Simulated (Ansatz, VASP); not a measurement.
One calculation of SbH, two programs

File INCAR:

```
PREC = Accurate
ENCUT = 600
EDIFF = 1E-6
ISMEAR = 0
SIGMA = 0.1
LREAL = F
LASPH = T
NELM = 100
ALGO = Normal
ISIF = 3
LWAVE = F
LCHARG = F
GGA = PE
IBRION = 2
NSW = 90
EDIFFG = -0.025
```

The input KPOINTS:

```
regular mesh
0
Gamma
  10 10 6
```

File POSCAR:

```
SbH
1.0
    3.6013306400      0.0000000000      0.0144889693
    0.0000000000      3.4292518801      0.0000000000
   -0.0260551171      0.0000000000      5.4877869241
Sb H
2 2
Direct
    0.8954217809      0.7500000000      0.7498060633
    0.1045782191      0.2500000000      0.2501939367
    0.3774218413      0.7500000000      0.2499643393
    0.6225781587      0.2500000000      0.7500356607
```

Input for Ansatz:

```yaml
crystal:
  lattice:
    - [3.60133064, 0.0, 0.0144889693]
    - [0.0, 3.4292518801, 0.0]
    - [-0.0260551171, 0.0, 5.4877869241]
  atoms:
    - { symbol: Sb, position: [0.8954217809, 0.75, 0.7498060633] }
    - { symbol: Sb, position: [0.1045782191, 0.25, 0.2501939367] }
    - { symbol: H, position: [0.3774218413, 0.75, 0.2499643393] }
    - { symbol: H, position: [0.6225781587, 0.25, 0.7500356607] }
basis:
  ecutwfc: 420
kpoints:
  mp_grid: { grid: [10, 10, 6] }
hamiltonian:
  xc: pbe
scf:
  occupations: { method: gaussian, width: 0.1 }
output:
  forces: true
  stress: true
  eigenvalues: true
relax:
  adjacent_minimum: "off"
  f_tol: 0.025
  max_steps: 70
  cell: { stress_tol: 0.12 }
```

Alike in both runs: task relaxation of cell and atoms; functional PBE; k mesh 10 × 10 × 6; occupations gaussian, width 0.1 eV; no spin polarisation.

|  | VASP | Ansatz |
| --- | --- | --- |
| version | VASP 6.6.1 | Ansatz 0.2.0 |
| potentials or method | VASP PAW PBE potentials, release 64 (Sb, H), cutoff 600 eV | scalar-relativistic, plane waves, PAW |
| valence electrons in the cell | 12 | 32 |

Ansatz gave:

```
gap on the k mesh at the Fermi level, each at its own relaxed structure (eV) : none
relaxed volume (Å³/atom)                                                     : 17.95
relaxed cell length with the largest relative difference (Å)                 : 4.865
```

Question: Which values does VASP return?

Answer: gap on the k mesh at the Fermi level, each at its own relaxed structure (eV): none; relaxed volume (Å³/atom): 17.40; relaxed cell length with the largest relative difference (Å): 4.714.

A gap of «none» marks a metal or a gap that the smearing closes. VASP's potentials hold 12 valence electrons a cell and Ansatz's 32, so a difference there can come from the potentials and not from the codes.

Neither program's run includes spin-orbit coupling.
